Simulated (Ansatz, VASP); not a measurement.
**BP: VASP beside Ansatz**

Contents of INCAR:

```
ALGO = Normal
EDIFF = 1E-7
ENCUT = 520
GGA = PE
ISIF = 2
ISMEAR = 0
LASPH = T
LCHARG = F
LREAL = F
LWAVE = F
NBANDS = 11
NELM = 80
PREC = Accurate
SIGMA = 0.05
```

The input KPOINTS:

```
k-points
0
Gamma
  8 8 8
```

The input POSCAR:

```
BP
1.0
    0.0000000000      2.2690012231      2.2690012231
    2.2690012231      0.0000000000      2.2690012231
    2.2690012231      2.2690012231      0.0000000000
B P
1 1
Direct
    0.0000000000      0.0000000000      0.0000000000
    0.7500000000      0.7500000000      0.7500000000
```

Input for Ansatz:

```yaml
crystal:
  lattice:
    - [0.0, 2.2690012231, 2.2690012231]
    - [2.2690012231, 0.0, 2.2690012231]
    - [2.2690012231, 2.2690012231, 0.0]
  atoms:
    - { symbol: B, position: [0.0, 0.0, 0.0] }
    - { symbol: P, position: [0.75, 0.75, 0.75] }
basis:
  ecutwfc: 420
  ecutrho_ratio: 4
kpoints:
  mp_grid: { grid: [8, 8, 8] }
hamiltonian:
  xc: pbe
scf:
  occupations: { method: gaussian, width: 0.05 }
output:
  forces: true
  stress: true
  eigenvalues: true
```

Alike in both runs: task single point; functional PBE; k mesh 8 × 8 × 8; occupations gaussian, width 0.05 eV; no spin polarisation.

|  | VASP | Ansatz |
| --- | --- | --- |
| version | VASP 6.6.1 | Ansatz 0.2.0 |
| potentials or method | VASP PAW PBE potentials, release 64 (B, P), cutoff 520 eV | scalar-relativistic, plane waves, PAW |
| valence electrons in the cell | 8 | 8 |

Ansatz gave:

* gap on the k mesh at the Fermi level (eV): 1.27
* least direct gap on the mesh (eV): 3.40
* pressure (GPa): 1.1

Question: Estimate VASP's values.

Answer: gap on the k mesh at the Fermi level (eV): 1.27; least direct gap on the mesh (eV): 3.40; pressure (GPa): 0.9.

The functional is the same, so the differences come from potentials, cutoffs and numerics.
